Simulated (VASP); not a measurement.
# Au (P6_3/mmc) in VASP: notebook

Au is run at these levels: LDA; tasks: single point, relaxation of cell and atoms.

Everything below comes from runs of VASP 6.6.1. Logs are shortened: lines on timing, memory, paths and dates and some standing lists are left out, and cuts for length are marked.

## Step 1: The cell of the first run

The structure is hexagonal, space group P6_3/mmc (No. 194). Conventional cell: a = 2.758 Å, b = 2.758 Å, c = 4.593 Å, α = 90.00°, β = 90.00°, γ = 120.00°. Au (site symmetry -6m2) has 12 Au at 2.76 to 2.79 Å within 3.6 Å.

## Step 2: Single point, LDA

Input file INCAR:

```
ALGO = Normal ; EDIFF = 1E-6
ENCUT = 520 ; ISIF = 2
ISMEAR = -1 ; LASPH = True
LCHARG = False ; LREAL = False
LWAVE = False ; NBANDS = 18
NELM = 80 ; PREC = Accurate
SIGMA = 0.1
```

Input file KPOINTS:

```
k-points
0
Gamma
  16 16 9
```

Input file POSCAR:

```
Au
1.0
    2.7583053010      0.0000000000      0.0000000000
   -1.3791526505      2.3887624620      0.0000000000
    0.0000000000      0.0000000000      4.5926886772
Au
2
Direct
    0.3333333333      0.6666666667      0.2500000000
    0.6666666667      0.3333333333      0.7500000000
```

Potentials or basis: VASP PAW LDA potentials, release 64 (Au).

The run is started by

```sh
cat potpaw_LDA.64/Au/POTCAR > POTCAR
mpirun -np 1 vasp_std > vasp.out
```

OUTCAR:

```text
EDIFF = 1E-6
   ENCUT = 520
   ISIF = 2
   ISMEAR = -1
   LASPH = True
   LREAL = False
   NELM = 80
   PREC = Accurate

 ion  position               nearest neighbor table
   1  0.333  0.667  0.250-   2 2.79   2 2.79   2 2.79   2 2.79   2 2.79   2 2.79
   2  0.667  0.333  0.750-   1 2.79   1 2.79   1 2.79   1 2.79   1 2.79   1 2.79

  LATTYP: Found a hexagonal cell.
 ALAT       =     2.7583053010
 C/A-ratio  =     1.6650400068

  Lattice vectors:

 A1 = (   2.7583053010,   0.0000000000,   0.0000000000)
 A2 = (  -1.3791526505,   2.3887624620,   0.0000000000)
 A3 = (   0.0000000000,   0.0000000000,   4.5926886772)

Analysis of symmetry for initial positions (statically):
=====================================================================
 Subroutine PRICEL returns:
 Original cell was already a primitive cell.

 Routine SETGRP: Setting up the symmetry group for a
 hexagonal supercell.

 Subroutine GETGRP returns: Found 24 space group operations
 (whereof 12 operations were pure point group operations)
 out of a pool of 24 trial point group operations.

The static configuration has the point symmetry D_3d.
 The point group associated with its full space group is D_6h.

Analysis of symmetry for dynamics (positions and initial velocities):
=====================================================================
 Subroutine PRICEL returns:
 Original cell was already a primitive cell.

 Routine SETGRP: Setting up the symmetry group for a
 hexagonal supercell.

 Subroutine GETGRP returns: Found 24 space group operations
 (whereof 12 operations were pure point group operations)
 out of a pool of 24 trial point group operations.

The dynamic configuration has the point symmetry D_3d.
 The point group associated with its full space group is D_6h.

 Subroutine INISYM returns: Found 24 space group operations
 (whereof 12 operations are pure point group operations),
 and found     1 'primitive' translations

----------------------------------------------------------------------------------------

                                     Primitive cell

  volume of cell :      30.2609

  direct lattice vectors                    reciprocal lattice vectors
     2.758305301  0.000000000  0.000000000     0.362541449  0.209313403  0.000000000
    -1.379152651  2.388762462  0.000000000     0.000000000  0.418626806  0.000000000
     0.000000000  0.000000000  4.592688677     0.000000000  0.000000000  0.217737380

  length of vectors
     2.758305301  2.758305301  4.592688677     0.418626806  0.418626806  0.217737380

  position of ions in fractional coordinates (direct lattice)
     0.333333333  0.666666667  0.250000000
     0.666666667  0.333333333  0.750000000

[... 72 lines left out ...]
   LSORBIT =      F    spin-orbit coupling
   LASPH  =      T    aspherical Exc in radial PAW
   ENCUT  =  520.0 eV  38.22 Ry    6.18 a.u.   5.13  5.13  8.54*2*pi/ulx,y,z
   NELM   =     80;   NELMIN=  2; NELMDL= -5     # of ELM steps
   EDIFF  = 0.1E-05   stopping-criterion for ELM
   LREAL  =      F    real-space projection
[... 7 lines left out ...]
   TEBEG  =    0.0;   TEEND  =   0.0 temperature during run
   PSTRESS=    0.0 pullay stress
   NELECT =      22.0000    total number of electrons
   NUPDOWN=      -1.0000    fix difference up-down
   EMIN   =  10.00;   EMAX   =-10.00  energy-range for DOS
   EFERMI =   0.00;   METHOD = LEGACY
   ISMEAR =    -1;   SIGMA  =   0.10  broadening in eV -4-tet -1-fermi 0-gaus
   EFERMI_NEDOS =   21; number of points for ismear=-14 and -15
   IALGO  =     38    algorithm
   IMIX   =      4    mixing-type and parameters
     AMIX     =   0.40;   BMIX     =  1.00
     AMIX_MAG =   1.60;   BMIX_MAG =  1.00
  volume/ion in A,a.u.               =      15.13       102.11
  Fermi-wavevector in a.u.,A,eV,Ry     =   1.472047  2.781765 29.482761  2.166922
  Thomas-Fermi vector in A             =   2.587109
   LORBIT       =      0    0 simple, 1 ext, 2 COOP (PROOUT), +10 PAW based schemes
   GGA     = CA    functional components
   LHFCALC =     F    Hartree Fock is set to
   AEXX    =    0.0000 exact exchange contribution
   IVDW    =     0    specifies the selected vdW correction
   LEPSILON=     F    determine dielectric tensor
   LRPA    =     F    only Hartree local field effects (RPA)
 non-spin polarized calculation
  energy-cutoff  :      520.00
  volume of cell :       30.26
 maximum number of plane-waves:       830
 NGX is ok and might be reduce to    24

 number of electron      22.0000001 magnetization

 Free energy of the ion-electron system (eV)
  ---------------------------------------------------
  ext. energy  EPLUGINS =         0.00000000
  ---------------------------------------------------
  free energy    TOTEN  =        -8.67581158 eV

  energy without entropy =       -8.65057282  energy(sigma->0) =       -8.66319220

 E-fermi :  11.4513     XC(G=0): -13.6819

 val. band max:       11.4438683553   @ k =   0.3125   0.1250   0.4444
 cond. band min:      11.4798554030   @ k =   0.4375   0.0625   0.1111
 fundamental gap:      0.0359870477
 Fermi energy:        11.4512732461

 k-point     1 :       0.0000    0.0000    0.0000
  band No.  band energies     occupation
      1       0.1918      2.00000
      2       2.8328      2.00000
      3       5.8565      2.00000
      4       6.1408      2.00000
      5       6.1408      2.00000
      6       6.5467      2.00000
[... 481 lines left out ...]
      5       5.8555      2.00000
      6       6.4108      2.00000
[... 10 lines left out ...]
     17      25.7679      0.00000
     18      27.1173      0.00000

 [... further k-points ...]

------------------------ aborting loop because EDIFF is reached ----------------------------------------

  FORCE on cell =-STRESS in cart. coord.  units (eV):
  Direction    XX          YY          ZZ          XY          YZ          ZX
  --------------------------------------------------------------------------------------
  -------------------------------------------------------------------------------------
  Total        4.4925093      4.4925093      4.4563921      0.0000000     -0.0000000      0.0000000
  in kB      237.8577239    237.8577239    235.9454852      0.0000000     -0.0000000      0.0000000
  external PRESSURE =     237.2203110 kB  Pullay stress =       0.0000000 kB

 VOLUME and BASIS-vectors are now :
 -----------------------------------------------------------------------------
  energy-cutoff  :      520.00
  volume of cell :       30.26
      direct lattice vectors                 reciprocal lattice vectors
     2.758305301  0.000000000  0.000000000     0.362541449  0.209313403  0.000000000
    -1.379152651  2.388762462  0.000000000     0.000000000  0.418626806  0.000000000
     0.000000000  0.000000000  4.592688677     0.000000000  0.000000000  0.217737380

 POSITION                                       TOTAL-FORCE (eV/Angst)
 -----------------------------------------------------------------------------------
     -0.00000      1.59251      1.14817        -0.000000      0.000000      0.000000
      1.37915      0.79625      3.44452         0.000000     -0.000000      0.000000
 -----------------------------------------------------------------------------------
    total drift:                                0.000000     -0.000000      0.000000

  FREE ENERGIE OF THE ION-ELECTRON SYSTEM (eV)
  ---------------------------------------------------
  free  energy   TOTEN  =        -8.6758115849 eV

  energy  without entropy=       -8.6505728197  energy(sigma->0) =       -8.66319220
```

OSZICAR:

```text
N       E                     dE             d eps       ncg     rms          rms(c)
DAV:   1     0.126264264316E+03    0.12626E+03   -0.11941E+04  5400   0.121E+03
DAV:   2    -0.711581126776E+01   -0.13338E+03   -0.12778E+03  5690   0.273E+02
DAV:   3    -0.931613884035E+01   -0.22003E+01   -0.21891E+01  6292   0.356E+01
DAV:   4    -0.932519166353E+01   -0.90528E-02   -0.90518E-02  6100   0.237E+00
DAV:   5    -0.932526147677E+01   -0.69813E-04   -0.69813E-04  6062   0.220E-01    0.197E+01
DAV:   6    -0.874912271842E+01    0.57614E+00   -0.90440E-01  5584   0.900E+00    0.117E+01
DAV:   7    -0.868505161605E+01    0.64071E-01   -0.17394E-01  5860   0.393E+00    0.314E+00
DAV:   8    -0.867581602779E+01    0.92356E-02   -0.25788E-02  5616   0.148E+00    0.462E-01
DAV:   9    -0.867580902949E+01    0.69983E-05   -0.87483E-05  6122   0.844E-02    0.158E-02
DAV:  10    -0.867581172580E+01   -0.26963E-05   -0.13913E-06  4760   0.109E-02    0.145E-02
DAV:  11    -0.867581158490E+01    0.14090E-06   -0.53127E-07  2974   0.607E-03
   1 F= -.86758116E+01 E0= -.86631922E+01  d E =-.252388E-01
```

Wall time 33 s (1 thread of AMD EPYC 9R45 (Zen 5), shared host); peak memory 0.16 GiB.

What came out:

* Free energy: -8.6758 eV
* Pressure: 23.7 GPa
* Band gap on the k mesh: zero (band 11 reaches 15.15 eV, above the bottom of band 12 at 8.67 eV)

Stress tensor (GPa, compression positive):
```
23.79  0.00  0.00
 0.00 23.79  0.00
 0.00  0.00 23.59
```

Caveat: spin-orbit coupling is left out, which moves the levels of the heavy elements.

## Step 3: Single point, LDA

Input file INCAR:

```
SYSTEM = Au
PREC = Accurate ; ENCUT = 520
EDIFF = 1E-7 ; ISMEAR = -1
SIGMA = 0.1 ; LREAL = .FALSE.
LASPH = .TRUE. ; NELM = 100
ALGO = Normal ; ISIF = 2
LWAVE = .FALSE. ; LCHARG = .FALSE.
GGA = CA ; NBANDS = 18
```

Input file KPOINTS:

```
regular mesh
0
G
  16 16 9
  0 0 0
```

POSCAR is that of step 2.

Potentials or basis: VASP PAW LDA potentials, release 64 (Au).

The run is started by

```sh
cat potpaw_LDA.64/Au/POTCAR > POTCAR
mpirun -np 1 vasp_std > vasp.out
```

It took 37 s on 1 thread of AMD EPYC 9R45 (Zen 5), shared host; peak memory 0.16 GiB.

It converged, with:

- Free energy: -8.6758 eV
- Pressure: 23.7 GPa
- Band gap on the k mesh: zero (band 11 reaches 15.15 eV, above the bottom of band 12 at 8.67 eV)

Stress tensor (GPa, compression positive):
```
23.79  0.00  0.00
 0.00 23.79  0.00
 0.00  0.00 23.60
```

Levels at points of the mesh, in eV from the Fermi level:
| k point | band 9 | band 10 | band 11 | band 12 | band 13 | band 14 |
| --- | --- | --- | --- | --- | --- | --- |
| (0.00, 0.00, 0.00) | -4.11 | -2.36 | -2.36 | -1.75 | 3.41 | 14.33 |
| (0.50, 0.00, 0.00) | -1.99 | -1.75 | 0.36 | 1.82 | 6.11 | 7.76 |

Caveat: spin-orbit coupling is left out, which moves the levels of the heavy elements.

## Step 4: Single point, LDA

This run uses another cell than the first one: it holds 4 atoms, not 2.

Input file INCAR:

```
SYSTEM = Au
  PREC = Accurate
  ENCUT = 520
  EDIFF = 1E-7
  ISMEAR = -1
  SIGMA = 0.1
  LREAL = .False.
  LASPH = .True.
  NELM = 100
  ALGO = Normal
  ISIF = 2
  LWAVE = .False.
  LCHARG = .False.
  NBANDS = 30
```

Input file KPOINTS:

```
regular mesh
0
Gamma
  13 13 4
  0 0 0
```

Input file POSCAR:

```
Au
1.0
    2.7643162552      0.0000000000      0.0000000000
   -1.3821581276      2.3939681011      0.0000000000
    0.0000000000      0.0000000000      9.1424221799
Au
4
Direct
    0.0000000000      0.0000000000      0.0000000000
    0.0000000000      0.0000000000      0.5000000000
    0.3333333333      0.6666666667      0.2500000000
    0.6666666667      0.3333333333      0.7500000000
```

Potentials or basis: VASP PAW LDA potentials, release 64 (Au).

The run is started by

```sh
cat potpaw_LDA.64/Au/POTCAR > POTCAR
mpirun -np 1 vasp_std > vasp.out
```

OUTCAR:

```text
SYSTEM = Au
   PREC = Accurate
   ENCUT = 520
   EDIFF = 1E-7
   ISMEAR = -1
   LREAL = .False.
   LASPH = .True.
   NELM = 100
   ISIF = 2

 ion  position               nearest neighbor table
   1  0.000  0.000  0.000-   3 2.79   4 2.79   4 2.79   3 2.79   4 2.79   3 2.79
   2  0.000  0.000  0.500-   3 2.79   4 2.79   4 2.79   3 2.79   4 2.79   3 2.79
   3  0.333  0.667  0.250-   1 2.79   2 2.79   1 2.79   2 2.79   1 2.79   2 2.79
   4  0.667  0.333  0.750-   1 2.79   2 2.79   1 2.79   2 2.79   1 2.79   2 2.79

  LATTYP: Found a hexagonal cell.
 ALAT       =     2.7643162552
[... 993 lines left out ...]
  --------------------------------------------------------------------------------------
  -------------------------------------------------------------------------------------
  Total        8.9660335      8.9660335      8.9384093      0.0000000      0.0000000      0.0000000
  in kB      237.4343673    237.4343673    236.7028367      0.0000000      0.0000000      0.0000000
  external PRESSURE =     237.1905238 kB  Pullay stress =       0.0000000 kB

 VOLUME and BASIS-vectors are now :
 -----------------------------------------------------------------------------
  energy-cutoff  :      520.00
  volume of cell :       60.50
      direct lattice vectors                 reciprocal lattice vectors
     2.764316255  0.000000000  0.000000000     0.361753109  0.208858255  0.000000000
    -1.382158128  2.393968101  0.000000000     0.000000000  0.417716510  0.000000000
     0.000000000  0.000000000  9.142422180     0.000000000  0.000000000  0.109380204

 POSITION                                       TOTAL-FORCE (eV/Angst)
 -----------------------------------------------------------------------------------
      0.00000      0.00000      0.00000         0.000000      0.000000      0.000000
      0.00000      0.00000      4.57121         0.000000      0.000000      0.000000
     -0.00000      1.59598      2.28561        -0.000000      0.000000      0.000000
      1.38216      0.79799      6.85682         0.000000     -0.000000     -0.000000
 -----------------------------------------------------------------------------------
    total drift:                               -0.000000      0.000000      0.000000

  FREE ENERGIE OF THE ION-ELECTRON SYSTEM (eV)
  ---------------------------------------------------
  free  energy   TOTEN  =       -17.3925962573 eV

  energy  without entropy=      -17.3599543306  energy(sigma->0) =      -17.37627529
```

OSZICAR:

```text
N       E                     dE             d eps       ncg     rms          rms(c)
DAV:   1     0.301236335191E+03    0.30124E+03   -0.23034E+04  3804   0.144E+03
DAV:   2    -0.110920898569E+02   -0.31233E+03   -0.29745E+03  4028   0.337E+02
DAV:   3    -0.186328976396E+02   -0.75408E+01   -0.74780E+01  4418   0.535E+01
DAV:   4    -0.186767840618E+02   -0.43886E-01   -0.43879E-01  4164   0.425E+00
DAV:   5    -0.186771495440E+02   -0.36548E-03   -0.36548E-03  4350   0.419E-01    0.279E+01
DAV:   6    -0.175399349405E+02    0.11372E+01   -0.21658E+00  4038   0.107E+01    0.165E+01
DAV:   7    -0.174175329108E+02    0.12240E+00   -0.53325E-01  4218   0.519E+00    0.321E+00
DAV:   8    -0.173925853530E+02    0.24948E-01   -0.94599E-02  3984   0.226E+00    0.679E-01
DAV:   9    -0.173925839530E+02    0.14000E-05   -0.33566E-04  4302   0.134E-01    0.437E-02
DAV:  10    -0.173925954918E+02   -0.11539E-04   -0.43224E-06  4194   0.175E-02    0.298E-02
DAV:  11    -0.173925962834E+02   -0.79168E-06   -0.10751E-06  4218   0.776E-03    0.555E-03
DAV:  12    -0.173925962573E+02    0.26122E-07   -0.94545E-08  2526   0.214E-03
   1 F= -.17392596E+02 E0= -.17376275E+02  d E =-.326419E-01
```

Run time: 57 s. Hardware: 1 thread of AMD EPYC 9R45 (Zen 5), shared host; peak memory 0.18 GiB.

What came out:

| Quantity | Value |
| --- | --- |
| Free energy | -17.3926 eV |
| Pressure | 23.7 GPa |
| Band gap on the k mesh | zero (band 22 reaches 14.56 eV, above the bottom of band 23 at 8.96 eV) |

Caveat: spin-orbit coupling is left out, which moves the levels of the heavy elements.

## Step 5: Single point, LDA

This run uses another cell than the first one: it holds 4 atoms, not 2.

Input file INCAR:

```
  PREC = Accurate
  ENCUT = 520
  EDIFF = 1E-6
  ISMEAR = -1
  SIGMA = 0.1
  LREAL = False
  LASPH = True
  NELM = 80
  ALGO = Normal
  ISIF = 2
  LWAVE = False
  LCHARG = False
  NBANDS = 30
```

Input file KPOINTS:

```
Automatic mesh
0
Gamma
  13 13 4
```

POSCAR is that of step 4.

The run is started by

```sh
cat potpaw_LDA.64/Au/POTCAR > POTCAR
mpirun -np 1 vasp_std > vasp.out
```

Wall time 54 s (1 thread of AMD EPYC 9R45 (Zen 5), shared host); peak memory 0.18 GiB.

The run converged. Its results:

- Free energy: -17.3926 eV
- Pressure: 23.7 GPa
- Band gap on the k mesh: zero (band 22 reaches 14.56 eV, above the bottom of band 23 at 8.96 eV)

Levels at points of the mesh, in eV from the Fermi level:
```tsv
k point	band 20	band 21	band 22	band 23	band 24	band 25
(0.00, 0.00, 0.00)	-2.91	-2.91	-2.19	-2.19	-1.70	3.53
(0.00, 0.00, 0.50)	-3.62	-2.49	-2.49	-2.49	-2.49	6.74
```

Caveat: spin-orbit coupling is left out, which moves the levels of the heavy elements.

(Continued in part 2 of 2.)
